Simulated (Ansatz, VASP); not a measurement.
**Two plane-wave programs on In**

```xyz
3
Lattice="5.3830 0.0000 0.0000 -2.6915 4.6618 0.0000 0.0000 0.0000 3.3374" Properties=species:S:1:pos:R:3 pbc="T T T"
In   -2.6915    4.6618    0.0000
In    0.0000    3.1079    1.6687
In    2.6915    1.5539    1.6687
```

Alike in both runs: task single point; functional PBE; k mesh 8 × 8 × 11; occupations fermi-dirac, width 0.1 eV; no spin polarisation.

|  | VASP | Ansatz |
| --- | --- | --- |
| version | VASP 6.6.1 | Ansatz 0.2.0 |
| potentials or method | VASP PAW PBE potentials, release 64 (In_d), cutoff 520 eV | plane waves (420 eV) with PAW, scalar-relativistic |
| valence electrons in the cell | 39 | 39 |

VASP gave:

```
pressure (GPa)                                                : 0.1
traceless stress, the component that is largest in VASP (GPa) : -0.21
```

Task: What did Ansatz give for the same quantities?

Result: Pressure (GPa): 0.1; traceless stress, the component that is largest in VASP (GPa): -0.20.
